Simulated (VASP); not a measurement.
Pt: single point with r2SCAN

Pt:

```
CELL_PARAMETERS angstrom
2.82968 0.00000 0.00000
-1.41484 2.45058 0.00000
0.00000 0.00000 4.55253
ATOMIC_POSITIONS crystal
Pt 0.66667 0.33333 0.75000
Pt 0.33333 0.66667 0.25000
```

This cell differs from its parent crystal: strain +0.025 along x and y, -0.050 along z.

```
Program             : VASP 6.6.1
Task                : single point
Functional          : r2SCAN
Potentials or basis : VASP PAW PBE potentials, release 64 (Pt)
Cutoff              : 520 eV
k mesh              : 18 × 18 × 10
Occupations         : gaussian, width 0.15 eV
Spin                : no spin polarisation
```

```yaml
Pressure: -5.4 GPa
Band_gap_on_the_k_mesh: zero (bands 10 and 11 overlap by 1.22 eV)
```

Stress tensor (GPa, compression positive):
```
-8.65  0.00  0.00
 0.00 -8.65  0.00
 0.00  0.00  1.01
```

Levels at points of the mesh, in eV from the Fermi level:
| k point | band 6 | band 7 | band 8 | band 9 | band 10 | band 11 | band 12 | band 13 | band 14 | band 15 |
| --- | --- | --- | --- | --- | --- | --- | --- | --- | --- | --- |
| (0.00, 0.00, 0.00) | -3.00 | -3.00 | -2.44 | -2.44 | -0.31 | -0.31 | 0.03 | 5.96 | 15.68 | 17.77 |
| (0.50, 0.00, 0.00) | -2.88 | -2.75 | -0.06 | 0.20 | 0.26 | 2.23 | 3.59 | 8.02 | 9.85 | 10.37 |
| (0.00, 0.00, 0.50) | -3.63 | -3.63 | -3.63 | -0.92 | -0.92 | -0.92 | -0.92 | 14.19 | 14.19 | 16.22 |
| (0.50, 0.00, 0.50) | -2.17 | -0.86 | -0.86 | 0.13 | 0.13 | 1.82 | 1.82 | 6.54 | 6.54 | 15.94 |

It took 2.4 min on 1 thread of Intel(R) Xeon(R) 6975P-C (Granite Rapids), on a shared host, peak memory 0.23 GiB.

Caveat: the cell differs from its parent crystal (strain +0.025 along x and y, -0.050 along z); the cell stands under tension; the PAW data sets were made with another functional, which shifts forces and pressure a little; spin-orbit coupling is left out, which moves the levels of the heavy elements.
